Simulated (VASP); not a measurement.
**Ru: single point with PBE**

The system is Ru.

```
CELL_PARAMETERS angstrom
0.00000 2.72784 2.72784
2.72784 0.00000 2.72784
2.72784 2.72784 0.00000
ATOMIC_POSITIONS crystal
Ru 0.12500 0.12500 0.12500
Ru 0.87500 0.87500 0.87500
```

This isn't the form of Ru at room conditions, which is hcp.

```yaml
Program: VASP 6.6.1
Task: single point
Functional: PBE
Potentials_or_basis: VASP PAW PBE potentials, release 64 (Ru_pv)
Cutoff: 520 eV
k_mesh: 10 × 10 × 10
Occupations: fermi-dirac, width 0.1 eV
Spin: no spin polarisation
Dipole_correction: no
Further_INCAR_settings: ALGO = Normal; EDIFF = 1e-06; NBANDS = 21
```

```yaml
Pressure: 0.2 GPa
Band_gap_on_the_k_mesh: zero (bands 14 and 15 overlap by 0.97 eV)
```

Levels at points of the mesh, in eV from the Fermi level:
```
           k point  band 11  band 12  band 13  band 14  band 15  band 16  band 17  band 18
(0.00, 0.00, 0.00)    -3.19    -3.19    -0.47    -0.47    -0.47     1.83     1.83    10.91
(0.50, 0.00, 0.00)    -3.43    -3.19    -0.37     0.21     0.21     1.39     1.39     3.04
(0.50, 0.50, 0.00)    -1.39    -1.39    -1.26    -1.26     1.67     1.67     3.35     3.35
```

It took 42 s on 1 thread of AMD EPYC 7R43 64-Core Processor (Zen 3), with other jobs on the host, peak memory 0.14 GiB.
